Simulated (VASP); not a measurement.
# AlGa2N2 (Fmmm) in VASP: single point with PBE

Aim: the single point of AlGa2N2 with PBE.

The COD entry that gives the cell may itself be a prediction, so a difference from it is no test against experiment.

Everything below comes from runs of VASP 6.6.1. Logs are shortened: lines on timing, memory, paths and dates and some standing lists are left out, and cuts for length are marked.

## (1) The cell of the first run

Symmetry: Fmmm, No. 69, orthorhombic system. Conventional cell: a = 4.820 Å, b = 4.844 Å, c = 11.630 Å, α = 90.00°, β = 90.00°, γ = 90.00°. Al (site symmetry mmm) has 8 N at 2.93 to 2.94 Å and 8 Ga at 3.37 Å and 4 Al at 3.42 Å within 3.9 Å. Ga (site symmetry 222) has 4 N at 2.11 Å and 4 Ga at 2.41 to 2.42 Å within 2.8 Å. N (site symmetry mm2) has 4 Ga at 2.11 Å within 2.8 Å.

## (2) Single point, PBE, collinear spin, ferromagnetic start

INCAR

```
SYSTEM = AlGa2N2
ALGO = Normal
EDIFF = 1E-7
ENCUT = 520
GGA = PE
ISIF = 2
ISMEAR = 0
ISPIN = 2
LASPH = .TRUE.
LCHARG = .FALSE.
LORBIT = 11
LREAL = .FALSE.
LWAVE = .FALSE.
MAGMOM = 0 0 0 1 1
NBANDS = 32
NELM = 150
PREC = Accurate
SIGMA = 0.1
```

KPOINTS

```
k-points
0
G
  6 6 6
  0 0 0
```

POSCAR

```
AlGa2N2
1.0
    0.0000000000      2.4218115400      5.8149899900
    2.4098770900      0.0000000000      5.8149899900
    2.4098770900      2.4218115400      0.0000000000
Al Ga N
1 2 2
Direct
    0.5000000000      0.5000000000      0.5000000000
    0.2500000000      0.2500000000      0.2500000000
    0.7500000000      0.7500000000      0.7500000000
    0.1428000000      0.1428000000      0.8572000000
    0.8572000000      0.8572000000      0.1428000000
```

Potentials or basis: VASP PAW PBE potentials, release 64 (Al, Ga_d, N).

On the command line:

```bash
cat potpaw_PBE.64/Al/POTCAR potpaw_PBE.64/Ga_d/POTCAR potpaw_PBE.64/N/POTCAR > POTCAR
mpirun -np 1 vasp_std > vasp.out
```

OUTCAR:

```text
SYSTEM = AlGa2N2
   EDIFF = 1E-7
   ENCUT = 520
   GGA = PE
   ISIF = 2
   ISMEAR = 0
   ISPIN = 2
   LASPH = .TRUE.
   LORBIT = 11
   LREAL = .FALSE.
   NELM = 150
   PREC = Accurate

 ion  position               nearest neighbor table
   1  0.500  0.500  0.500-
   2  0.250  0.250  0.250-   5 2.11   5 2.11   4 2.11   4 2.11   3 2.41   3 2.41   3 2.42   3 2.42

   3  0.750  0.750  0.750-   5 2.11   5 2.11   4 2.11   4 2.11   2 2.41   2 2.41   2 2.42   2 2.42

   4  0.143  0.143  0.857-   3 2.11   3 2.11   2 2.11   2 2.11
   5  0.857  0.857  0.143-   3 2.11   3 2.11   2 2.11   2 2.11

  LATTYP: Found a face centered orthorhombic cell.
 ALAT       =     4.8197541800
 B/A-ratio  =     1.0049523065
 C/A-ratio  =     2.4129819791

  Lattice vectors:

 A1 = (   0.0000000000,   2.4218115400,   5.8149899900)
 A2 = (   2.4098770900,   0.0000000000,   5.8149899900)
 A3 = (   2.4098770900,   2.4218115400,   0.0000000000)

Analysis of symmetry for initial positions (statically):
=====================================================================
 Subroutine PRICEL returns:
 Original cell was already a primitive cell.

 Routine SETGRP: Setting up the symmetry group for a
 face centered orthorhombic supercell.

 Subroutine GETGRP returns: Found  8 space group operations
 (whereof  8 operations were pure point group operations)
 out of a pool of  8 trial point group operations.

The static configuration has the point symmetry D_2h.

Analysis of symmetry for dynamics (positions and initial velocities):
=====================================================================
 Subroutine PRICEL returns:
 Original cell was already a primitive cell.

 Routine SETGRP: Setting up the symmetry group for a
 face centered orthorhombic supercell.

 Subroutine GETGRP returns: Found  8 space group operations
 (whereof  8 operations were pure point group operations)
 out of a pool of  8 trial point group operations.

The dynamic configuration has the point symmetry D_2h.

Analysis of structural, dynamic, and magnetic symmetry:
=====================================================================
 Subroutine PRICEL returns:
 Original cell was already a primitive cell.

 Routine SETGRP: Setting up the symmetry group for a
 face centered orthorhombic supercell.

 Subroutine GETGRP returns: Found  8 space group operations
 (whereof  8 operations were pure point group operations)
 out of a pool of  8 trial point group operations.

The overall configuration has the point symmetry D_2h.

 Subroutine INISYM returns: Found  8 space group operations
 (whereof  8 operations are pure point group operations),
 and found     1 'primitive' translations

----------------------------------------------------------------------------------------

                                     Primitive cell

  volume of cell :      67.8757

  direct lattice vectors                    reciprocal lattice vectors
     0.000000000  2.421811540  5.814989990    -0.207479461  0.206457023  0.085984671
     2.409877090  0.000000000  5.814989990     0.207479461 -0.206457023  0.085984671
     2.409877090  2.421811540  0.000000000     0.207479461  0.206457023 -0.085984671

  length of vectors
     6.299149127  6.294570372  3.416530217     0.305066538  0.305066538  0.305066538

  position of ions in fractional coordinates (direct lattice)
     0.500000000  0.500000000  0.500000000
     0.250000000  0.250000000  0.250000000
     0.750000000  0.750000000  0.750000000
     0.142800000  0.142800000  0.857200000
     0.857200000  0.857200000  0.142800000

  ion indices of the primitive-cell ions
   primitive index   ion index
                 1           1
                 2           2
                 3           3
                 4           4
                 5           5

----------------------------------------------------------------------------------------

 KPOINTS: k-points

Automatic generation of k-mesh.
 Grid dimensions read from file:
 generate k-points for:    6    6    6

 Generating k-lattice:

  Cartesian coordinates                     Fractional coordinates (reciprocal lattice)
    -0.034579910  0.034409504  0.014330778     0.166666667  0.000000000  0.000000000
     0.034579910 -0.034409504  0.014330778    -0.000000000  0.166666667 -0.000000000
     0.034579910  0.034409504 -0.014330778     0.000000000  0.000000000  0.166666667

  Length of vectors
     0.050844423  0.050844423  0.050844423

  Shift w.r.t. Gamma in fractional coordinates (k-lattice)
     0.000000000  0.000000000  0.000000000

 Subroutine IBZKPT returns following result:
 ===========================================

 Found     46 irreducible k-points:

 Following reciprocal coordinates:
            Coordinates               Weight
  0.000000  0.000000  0.000000      1.000000
  0.166667  0.000000  0.000000      8.000000
  0.333333  0.000000  0.000000      8.000000
  0.500000  0.000000  0.000000      4.000000
  0.166667  0.166667  0.000000      2.000000
  0.333333  0.166667  0.000000      8.000000
[... 16 lines left out ...]
 -0.166667  0.166667  0.166667      8.000000
  0.500000  0.333333  0.166667      4.000000
 [... further k-points ...]
   k-points           NKPTS =     46   k-points in BZ     NKDIM =     46   number of bands    NBANDS=     32
   number of dos      NEDOS =    301   number of ions     NIONS =      5
   total plane-waves  NPLWV =  64512
   dimension x,y,z NGX =    48 NGY =   48 NGZ =   28
   dimension x,y,z NGXF=    96 NGYF=   96 NGZF=   56
   ions per type =               1   2   2
   NGX,Y,Z   is equivalent  to a cutoff of  12.67, 12.68, 13.62 a.u.
   NGXF,Y,Z  is equivalent  to a cutoff of  25.34, 25.35, 27.25 a.u.
 SYSTEM =  AlGa2N2
   PREC   = accura    normal or accurate (medium, high low for compatibility)
   ISTART =      0    job   : 0-new  1-cont  2-samecut
   ICHARG =      2    charge: 1-file 2-atom 10-const
   ISPIN  =      2    spin polarized calculation?
   LNONCOLLINEAR =      F non collinear calculations
   LSORBIT =      F    spin-orbit coupling
   LASPH  =      T    aspherical Exc in radial PAW
   ENCUT  =  520.0 eV  38.22 Ry    6.18 a.u.  11.71 11.70  6.35*2*pi/ulx,y,z
   NELM   =    150;   NELMIN=  2; NELMDL= -5     # of ELM steps
   EDIFF  = 0.1E-06   stopping-criterion for ELM
   LREAL  =      F    real-space projection
   EDIFFG = 0.1E-05   stopping-criterion for IOM
   NSW    =      0    number of steps for IOM
   IBRION =     -1    ionic relax: 0-MD 1-quasi-New 2-CG
   NFREE  =      0    steps in history (QN), initial steepest desc. (CG)
   ISIF   =      2    stress and relaxation
   ISYM   =      2    0-nonsym 1-usesym 2-fastsym
   POTIM  = 0.5000    time-step for ionic-motion
   TEBEG  =    0.0;   TEEND  =   0.0 temperature during run
   PSTRESS=    0.0 pullay stress
   NELECT =      39.0000    total number of electrons
   NUPDOWN=      -1.0000    fix difference up-down
   EMIN   =  10.00;   EMAX   =-10.00  energy-range for DOS
   EFERMI =   0.00;   METHOD = LEGACY
   ISMEAR =     0;   SIGMA  =   0.10  broadening in eV -4-tet -1-fermi 0-gaus
   EFERMI_NEDOS =   21; number of points for ismear=-14 and -15
   IALGO  =     38    algorithm
   IMIX   =      4    mixing-type and parameters
     AMIX     =   0.40;   BMIX     =  1.00
     AMIX_MAG =   1.60;   BMIX_MAG =  1.00
  volume/ion in A,a.u.               =      13.58        91.61
  Fermi-wavevector in a.u.,A,eV,Ry     =   1.361001  2.571918 25.202377  1.852322
  Thomas-Fermi vector in A             =   2.487614
   LORBIT       =     11    0 simple, 1 ext, 2 COOP (PROOUT), +10 PAW based schemes
   GGA     = PE    functional components
   LHFCALC =     F    Hartree Fock is set to
   AEXX    =    0.0000 exact exchange contribution
   IVDW    =     0    specifies the selected vdW correction
   LEPSILON=     F    determine dielectric tensor
   LRPA    =     F    only Hartree local field effects (RPA)
 spin polarized calculation
 Gauss-broadening in eV      SIGMA  =   0.10
  energy-cutoff  :      520.00
  volume of cell :       67.88
 maximum number of plane-waves:      1841
   NGX = 23   NGY = 23   NGZ = 13

 number of electron      38.9999995 magnetization       0.0006687

 Free energy of the ion-electron system (eV)
  ---------------------------------------------------
  ext. energy  EPLUGINS =         0.00000000
  ---------------------------------------------------
  free energy    TOTEN  =       -21.59527414 eV

  energy without entropy =      -21.57876628  energy(sigma->0) =      -21.58702021

 E-fermi :   7.0697     XC(G=0): -10.9613

 val. band max:        7.0635920882   @ k =  -0.1667   0.1667  -0.0000
 cond. band min:       7.0894303437   @ k =   0.0000   0.5000   0.5000
 fundamental gap:      0.0258382556
 Fermi energy:         7.0696747857

 spin component 1

 k-point     1 :       0.0000    0.0000    0.0000
  band No.  band energies     occupation
      1     -10.9841      1.00000
      2     -10.7131      1.00000
      3     -10.1172      1.00000
      4      -9.5758      1.00000
      5      -9.5641      1.00000
      6      -9.4615      1.00000
[... 805 lines left out ...]
     30      17.5319      0.00000
     31      18.8275      0.00000

 [... further k-points ...]

 spin component 2

 k-point     1 :       0.0000    0.0000    0.0000
  band No.  band energies     occupation
      1     -10.9840      1.00000
      2     -10.7130      1.00000
      3     -10.1172      1.00000
      4      -9.5757      1.00000
      5      -9.5641      1.00000
      6      -9.4615      1.00000
[... 805 lines left out ...]
     30      17.5322      0.00000
     31      18.8278      0.00000

 [... further k-points ...]

 [bands above 31 left out]

------------------------ aborting loop because EDIFF is reached ----------------------------------------

  FORCE on cell =-STRESS in cart. coord.  units (eV):
  Direction    XX          YY          ZZ          XY          YZ          ZX
  --------------------------------------------------------------------------------------
  -------------------------------------------------------------------------------------
  Total        7.8045565      7.5540953     -1.5810461      0.0000000      0.0000000      0.0000000
  in kB      184.2233202    178.3112882    -37.3199389      0.0000000      0.0000000      0.0000000
  external PRESSURE =     108.4048898 kB  Pullay stress =       0.0000000 kB

 VOLUME and BASIS-vectors are now :
 -----------------------------------------------------------------------------
  energy-cutoff  :      520.00
  volume of cell :       67.88
      direct lattice vectors                 reciprocal lattice vectors
     0.000000000  2.421811540  5.814989990    -0.207479461  0.206457023  0.085984671
     2.409877090  0.000000000  5.814989990     0.207479461 -0.206457023  0.085984671
     2.409877090  2.421811540  0.000000000     0.207479461  0.206457023 -0.085984671

 POSITION                                       TOTAL-FORCE (eV/Angst)
 -----------------------------------------------------------------------------------
      2.40988      2.42181      5.81499         0.000000     -0.000000      0.000000
      1.20494      1.21091      2.90749         0.000000      0.000000      0.000000
      3.61482      3.63272      8.72248        -0.000000     -0.000000     -0.000000
      2.40988      2.42181      1.66076         0.000000     -0.000000      1.154483
      2.40988      2.42181      9.96922         0.000000     -0.000000     -1.154483
 -----------------------------------------------------------------------------------
    total drift:                               -0.000000     -0.000000      0.000000

  FREE ENERGIE OF THE ION-ELECTRON SYSTEM (eV)
  ---------------------------------------------------
  free  energy   TOTEN  =       -21.5952741352 eV

  energy  without entropy=      -21.5787662758  energy(sigma->0) =      -21.58702021

 total charge

# of ion       s       p       d       tot
------------------------------------------
    1        0.603   0.131   0.000   0.734
    2        0.843   0.865  10.140  11.848
    3        0.843   0.865  10.140  11.848
    4        1.338   2.228   0.000   3.566
    5        1.338   2.228   0.000   3.566
--------------------------------------------------
tot          4.964   6.317  20.280  31.561

 magnetization (x)

# of ion       s       p       d       tot
------------------------------------------
    1        0.000   0.000   0.000   0.000
    2        0.000   0.000   0.000   0.000
    3        0.000   0.000   0.000   0.000
    4        0.000   0.000   0.000   0.000
    5        0.000   0.000   0.000   0.000
--------------------------------------------------
tot          0.000   0.000   0.000   0.000
```

Run time: 11 min. Hardware: 1 thread of Oxide Virtual Turin-like, shared host; peak memory 0.34 GiB.

Results:

| Quantity | Value |
| --- | --- |
| Free energy | -21.5953 eV |
| Pressure | 10.8 GPa |
| Largest force | 1.154 eV/Å |
| Net moment | 0.00 μB per cell |
| Valence electrons inside the program's atomic spheres | Al 0.73; Ga 11.85; N 3.57 |

Forces in eV/Å, atoms in the order of the input:
```
Al   0.000  0.000  0.000
Ga   0.000  0.000  0.000
Ga   0.000  0.000  0.000
N    0.000  0.000  1.154
N    0.000  0.000 -1.154
```

Caveat: forces of over 1 eV/Å act on the atoms, so gaps and moduli don't describe the material at rest.
